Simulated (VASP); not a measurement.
# Pb2Se (P4_2/mnm) in VASP: notebook

Runs on Pb2Se. Level: PBE. Tasks: single point.

Program: VASP 6.6.1. These are calculated values, not measurements. Logs are shortened: lines on timing, memory, paths and dates and some standing lists are left out, and cuts for length are marked.

## 1. The cell of the first run

The structure is tetragonal, space group P4_2/mnm (No. 136). The conventional cell has a = 6.618 Å, b = 6.618 Å, c = 4.263 Å, α = 90.00°, β = 90.00°, γ = 90.00°. Within 3.7 Å of Pb (site symmetry m2m) lie 3 Se at 2.80 to 2.86 Å and 1 Pb at 3.63 Å. Within 3.7 Å of Se (site symmetry mmm) lie 6 Pb at 2.80 to 2.86 Å.

## 2. Single point, PBE

File INCAR:

```
ALGO = Normal
EDIFF = 1E-7
ENCUT = 520
GGA = PE
ISIF = 2
ISMEAR = 0
LASPH = True
LCHARG = False
LREAL = False
LWAVE = False
NBANDS = 43
NELM = 60
PREC = Accurate
SIGMA = 0.1
```

File KPOINTS:

```
k-points
0
Gamma
  4 4 4
```

File POSCAR:

```
Pb2Se
1.0
    6.6182109778      0.0000000000      0.0000000000
    0.0000000000      6.6182109778      0.0000000000
    0.0000000000      0.0000000000      4.2627963177
Pb Se
4 2
Direct
    0.3060000000      0.3060000000      0.0000000000
    0.1940000000      0.8060000000      0.5000000000
    0.6940000000      0.6940000000      0.0000000000
    0.8060000000      0.1940000000      0.5000000000
    0.0000000000      0.0000000000      0.0000000000
    0.5000000000      0.5000000000      0.5000000000
```

Potentials or basis: VASP PAW PBE potentials, release 64 (Pb_d, Se).

Launch:

```
$ cat potpaw_PBE.64/Pb_d/POTCAR potpaw_PBE.64/Se/POTCAR > POTCAR
$ mpirun -np 1 vasp_std > vasp.out
```

OUTCAR:

```text
EDIFF = 1E-7
   ENCUT = 520
   GGA = PE
   ISIF = 2
   ISMEAR = 0
   LASPH = True
   LREAL = False
   NELM = 60
   PREC = Accurate

 ion  position               nearest neighbor table
   1  0.306  0.306  0.000-   6 2.80   6 2.80   5 2.86   3 3.63   4 4.01   2 4.01   4 4.01   2 4.01
                             2 4.01   2 4.01   4 4.01   4 4.01
   2  0.194  0.806  0.500-   5 2.80   5 2.80   6 2.86   4 3.63   1 4.01   1 4.01   3 4.01   3 4.01
                             1 4.01   1 4.01   3 4.01   3 4.01
   3  0.694  0.694  0.000-   6 2.80   6 2.80   5 2.86   1 3.63   4 4.01   2 4.01   4 4.01   2 4.01
                             4 4.01   4 4.01   2 4.01   2 4.01
   4  0.806  0.194  0.500-   5 2.80   5 2.80   6 2.86   2 3.63   3 4.01   1 4.01   3 4.01   1 4.01
                             3 4.01   3 4.01   1 4.01   1 4.01
   5  0.000  0.000  0.000-   2 2.80   4 2.80   2 2.80   4 2.80   3 2.86   1 2.86
   6  0.500  0.500  0.500-   1 2.80   3 2.80   1 2.80   3 2.80   2 2.86   4 2.86

  LATTYP: Found a simple tetragonal cell.
 ALAT       =     6.6182109778
 C/A-ratio  =     0.6441010013

  Lattice vectors:

 A1 = (   6.6182109778,   0.0000000000,   0.0000000000)
 A2 = (   0.0000000000,   6.6182109778,   0.0000000000)
 A3 = (   0.0000000000,   0.0000000000,   4.2627963177)

Analysis of symmetry for initial positions (statically):
=====================================================================
 Subroutine PRICEL returns:
 Original cell was already a primitive cell.

 Routine SETGRP: Setting up the symmetry group for a
 simple tetragonal supercell.

 Subroutine GETGRP returns: Found 16 space group operations
 (whereof  8 operations were pure point group operations)
 out of a pool of 16 trial point group operations.

The static configuration has the point symmetry D_2h.
 The point group associated with its full space group is D_4h.

Analysis of symmetry for dynamics (positions and initial velocities):
=====================================================================
 Subroutine PRICEL returns:
 Original cell was already a primitive cell.

 Routine SETGRP: Setting up the symmetry group for a
 simple tetragonal supercell.

 Subroutine GETGRP returns: Found 16 space group operations
 (whereof  8 operations were pure point group operations)
 out of a pool of 16 trial point group operations.

The dynamic configuration has the point symmetry D_2h.
 The point group associated with its full space group is D_4h.
[... 100 lines left out ...]
   EDIFF  = 0.1E-06   stopping-criterion for ELM
   LREAL  =      F    real-space projection
   EDIFFG = 0.1E-05   stopping-criterion for IOM
   NSW    =      0    number of steps for IOM
   IBRION =     -1    ionic relax: 0-MD 1-quasi-New 2-CG
   NFREE  =      0    steps in history (QN), initial steepest desc. (CG)
   ISIF   =      2    stress and relaxation
   ISYM   =      2    0-nonsym 1-usesym 2-fastsym
   POTIM  = 0.5000    time-step for ionic-motion
   TEBEG  =    0.0;   TEEND  =   0.0 temperature during run
   PSTRESS=    0.0 pullay stress
   NELECT =      68.0000    total number of electrons
   NUPDOWN=      -1.0000    fix difference up-down
   EMIN   =  10.00;   EMAX   =-10.00  energy-range for DOS
   EFERMI =   0.00;   METHOD = LEGACY
   ISMEAR =     0;   SIGMA  =   0.10  broadening in eV -4-tet -1-fermi 0-gaus
   EFERMI_NEDOS =   21; number of points for ismear=-14 and -15
   IALGO  =     38    algorithm
   IMIX   =      4    mixing-type and parameters
     AMIX     =   0.40;   BMIX     =  1.00
     AMIX_MAG =   1.60;   BMIX_MAG =  1.00
  volume/ion in A,a.u.               =      31.12       210.00
  Fermi-wavevector in a.u.,A,eV,Ry     =   1.169102  2.209283 18.596447  1.366800
  Thomas-Fermi vector in A             =   2.305580
   LORBIT       =      0    0 simple, 1 ext, 2 COOP (PROOUT), +10 PAW based schemes
   GGA     = PE    functional components
   LHFCALC =     F    Hartree Fock is set to
   AEXX    =    0.0000 exact exchange contribution
   IVDW    =     0    specifies the selected vdW correction
   LEPSILON=     F    determine dielectric tensor
   LRPA    =     F    only Hartree local field effects (RPA)
 non-spin polarized calculation
 Gauss-broadening in eV      SIGMA  =   0.10
  energy-cutoff  :      520.00
  volume of cell :      186.71
 maximum number of plane-waves:      5080
 NGX is ok and might be reduce to    50
   NGX = 25   NGY = 25   NGZ = 15

 number of electron      68.0000002 magnetization

 Free energy of the ion-electron system (eV)
  ---------------------------------------------------
  ext. energy  EPLUGINS =         0.00000000
  ---------------------------------------------------
  free energy    TOTEN  =       -20.12891441 eV

  energy without entropy =      -20.11225021  energy(sigma->0) =      -20.12058231

 E-fermi :   5.7649     XC(G=0):  -9.3769

 val. band max:        5.7585670670   @ k =   0.2500   0.0000   0.5000
 cond. band min:       5.7992180150   @ k =   0.0000   0.0000   0.5000
 fundamental gap:      0.0406509480
 Fermi energy:         5.7649065437

 k-point     1 :       0.0000    0.0000    0.0000
  band No.  band energies     occupation
      1     -11.7367      2.00000
      2     -11.6949      2.00000
      3     -11.6806      2.00000
      4     -11.5660      2.00000
      5     -11.5660      2.00000
      6     -11.5640      2.00000
[... 817 lines left out ...]
     42      10.2124      0.00000
     43      10.2503      0.00000

------------------------ aborting loop because EDIFF is reached ----------------------------------------

  FORCE on cell =-STRESS in cart. coord.  units (eV):
  Direction    XX          YY          ZZ          XY          YZ          ZX
  --------------------------------------------------------------------------------------
  -------------------------------------------------------------------------------------
  Total        9.6267154      9.6267154     12.3024625      0.0000000      0.0000000      0.0000000
  in kB       82.6062519     82.6062519    105.5666729      0.0000000      0.0000000      0.0000000
  external PRESSURE =      90.2597255 kB  Pullay stress =       0.0000000 kB

 VOLUME and BASIS-vectors are now :
 -----------------------------------------------------------------------------
  energy-cutoff  :      520.00
  volume of cell :      186.71
      direct lattice vectors                 reciprocal lattice vectors
     6.618210978  0.000000000  0.000000000     0.151098235  0.000000000  0.000000000
     0.000000000  6.618210978  0.000000000     0.000000000  0.151098235  0.000000000
     0.000000000  0.000000000  4.262796318     0.000000000  0.000000000  0.234587798

 POSITION                                       TOTAL-FORCE (eV/Angst)
 -----------------------------------------------------------------------------------
      2.02517      2.02517      0.00000        -0.514240     -0.514240      0.000000
      1.28393      5.33428      2.13140         0.514240     -0.514240      0.000000
      4.59304      4.59304      0.00000         0.514240      0.514240      0.000000
      5.33428      1.28393      2.13140        -0.514240      0.514240      0.000000
      0.00000      0.00000      0.00000         0.000000     -0.000000      0.000000
      3.30911      3.30911      2.13140         0.000000     -0.000000      0.000000
 -----------------------------------------------------------------------------------
    total drift:                                0.000000     -0.000000      0.000000

  FREE ENERGIE OF THE ION-ELECTRON SYSTEM (eV)
  ---------------------------------------------------
  free  energy   TOTEN  =       -20.1289144104 eV

  energy  without entropy=      -20.1122502148  energy(sigma->0) =      -20.12058231
```

stdout:

```text
POSCAR found type information on POSCAR PbSe
 POSCAR found :  2 types and       6 ions
 scaLAPACK will be used
 LDA part: xc-table for (Slater+PW92), standard interpolation
 POSCAR, INCAR and KPOINTS ok, starting setup
 FFT: planning ... GRIDC
 FFT: planning ... GRID_SOFT
 FFT: planning ... GRID
 WAVECAR not read
 entering main loop
```

It took 2.3 min on 1 thread of Intel Xeon Platinum 8488C (Sapphire Rapids), shared host; peak memory 0.32 GiB.

Results:

| Quantity | Value |
| --- | --- |
| Free energy | -20.1289 eV |
| Pressure | 9.0 GPa |
| Largest force | 0.727 eV/Å |
| Band gap on the k mesh | zero (bands 34 and 35 overlap by 0.86 eV) |

Forces in eV/Å, atoms in the order of the input:
```
Pb  -0.514 -0.514  0.000
Pb   0.514 -0.514  0.000
Pb   0.514  0.514  0.000
Pb  -0.514  0.514  0.000
Se   0.000  0.000  0.000
Se   0.000  0.000  0.000
```

Stress tensor (GPa, compression positive):
```
 8.26  0.00  0.00
 0.00  8.26  0.00
 0.00  0.00 10.56
```

Caveat: the k points lie up to 0.37 Å⁻¹ apart, too coarse for converged energies and pressures of a metal; spin-orbit coupling is left out, which moves the levels of the heavy elements.

## 3. Single point, PBE

This run uses another cell than the first one, of 36.29 Å³/atom.

File INCAR:

```
SYSTEM = Pb2Se
PREC     = Accurate       ! precision mode
ENCUT    = 520            ! plane-wave cutoff, eV
EDIFF    = 1E-6           ! SCF threshold, eV
ISMEAR   = 0              ! smearing method
SIGMA    = 0.1            ! smearing width, eV
LREAL    = .FALSE.        ! projectors in reciprocal space
LASPH    = .TRUE.         ! aspherical terms in the spheres
NELM     = 60             ! most SCF steps
ALGO     = Normal         ! electronic algorithm
ISIF     = 2              ! what is computed and relaxed
LWAVE    = .FALSE.        ! write WAVECAR
LCHARG   = .FALSE.        ! write CHGCAR
GGA      = PE             ! functional
NBANDS   = 43             ! bands
```

File KPOINTS:

```
regular mesh
0
G
  4 4 4
  0 0 0
```

File POSCAR:

```
Pb2Se
1.0
    7.3674970718      0.0000000000      0.0000000000
    0.0000000000      7.3674970718      0.0000000000
    0.0000000000      0.0000000000      4.0110778400
Pb Se
4 2
Direct
    0.2842152298      0.2842152298      0.0000000000
    0.2157847702      0.7842152298      0.5000000000
    0.7157847702      0.7157847702      0.0000000000
    0.7842152298      0.2157847702      0.5000000000
    0.0000000000      0.0000000000      0.0000000000
    0.5000000000      0.5000000000      0.5000000000
```

Potentials or basis: VASP PAW PBE potentials, release 64 (Pb_d, Se).

Launch:

```
$ cat potpaw_PBE.64/Pb_d/POTCAR potpaw_PBE.64/Se/POTCAR > POTCAR
$ mpirun -np 1 vasp_std > vasp.out
```

Wall time 2 min (1 thread of Intel Xeon Platinum 8488C (Sapphire Rapids), shared host); peak memory 0.35 GiB.

The run converged. Its results:

```
Free energy            : -21.2643 eV
Pressure               : 0.2 GPa
Largest force          : 0.016 eV/Å
Band gap on the k mesh : zero (bands 34 and 35 overlap by 0.98 eV)
```

Forces on the atoms (eV/Å):
```
Pb   0.011  0.011  0.000
Pb  -0.011  0.011  0.000
Pb  -0.011 -0.011  0.000
Pb   0.011 -0.011  0.000
Se   0.000  0.000  0.000
Se   0.000  0.000  0.000
```

Levels at points of the mesh, in eV from the Fermi level:
| k point | band 32 | band 33 | band 34 | band 35 | band 36 | band 37 |
| --- | --- | --- | --- | --- | --- | --- |
| (0.00, 0.00, 0.00) | -0.89 | -0.89 | 0.28 | 1.18 | 1.18 | 1.25 |
| (0.50, 0.00, 0.00) | -2.42 | -1.17 | -1.17 | 1.86 | 1.86 | 2.33 |
| (0.50, 0.50, 0.00) | -1.14 | -0.09 | -0.09 | 0.03 | 0.03 | 0.72 |
| (0.00, 0.00, 0.50) | -3.08 | -0.76 | -0.76 | -0.25 | -0.25 | -0.08 |
| (0.50, 0.00, 0.50) | -1.58 | -1.28 | -1.28 | 0.70 | 0.70 | 1.00 |
| (0.50, 0.50, 0.50) | -3.04 | -0.50 | -0.50 | -0.31 | -0.31 | 1.13 |

Caveat: the k points lie up to 0.39 Å⁻¹ apart, too coarse for converged energies and pressures of a metal; spin-orbit coupling is left out, which moves the levels of the heavy elements.

The gap in the log of VASP goes by the Fermi energy; the results here count the filled bands.